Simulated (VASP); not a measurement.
Here is a VASP 6.6.1 calculation.

INCAR

```
SYSTEM = Zr2NbC2
PREC = Accurate ; ENCUT = 600
EDIFF = 1E-6 ; ISMEAR = 0
SIGMA = 0.1 ; LREAL = .False.
LASPH = .True. ; NELM = 60
ALGO = Normal ; ISIF = 3
LWAVE = .False. ; LCHARG = .False.
GGA = PE ; IBRION = 2
NSW = 100 ; EDIFFG = -0.01
```

Contents of KPOINTS:

```
Automatic mesh
0
Gamma
  12 12 6
  0 0 0
```

The input POSCAR:

```
Zr2NbC2
1.0
    3.2810590937      0.0000000000      0.0000000000
   -1.6405295469      2.8414805265      0.0000000000
    0.0000000000      0.0000000000      7.8956755045
Zr Nb C
2 1 2
Direct
    0.6666666667      0.3333333333      0.6824530857
    0.3333333333      0.6666666667      0.3175469143
    0.0000000000      0.0000000000      0.0000000000
    0.6666666667      0.3333333333      0.1631946827
    0.3333333333      0.6666666667      0.8368053173
```

Potentials or basis: VASP PAW PBE potentials, release 64 (Zr_sv, Nb_sv, C).

The run is started by

```bash
$ cat potpaw_PBE.64/Zr_sv/POTCAR potpaw_PBE.64/Nb_sv/POTCAR potpaw_PBE.64/C/POTCAR > POTCAR
$ mpirun -np 1 vasp_std > vasp.out
```

Problem. What does it give for the relaxed cell?

Solution. a = 3.292 Å, b = 3.292 Å, c = 7.846 Å, α = 90.00°, β = 90.00°, γ = 120.00°.

Problem. What does it give for the band gap on the k mesh?

Solution. Zero (an odd number of electrons rules out a gap without spin polarisation).

Problem. Predict the relaxed volume.

Solution. 14.73 Å³/atom.

Stress tensor (GPa, compression positive):
```
-0.03  0.00  0.00
 0.00 -0.03  0.00
 0.00  0.00  0.06
```
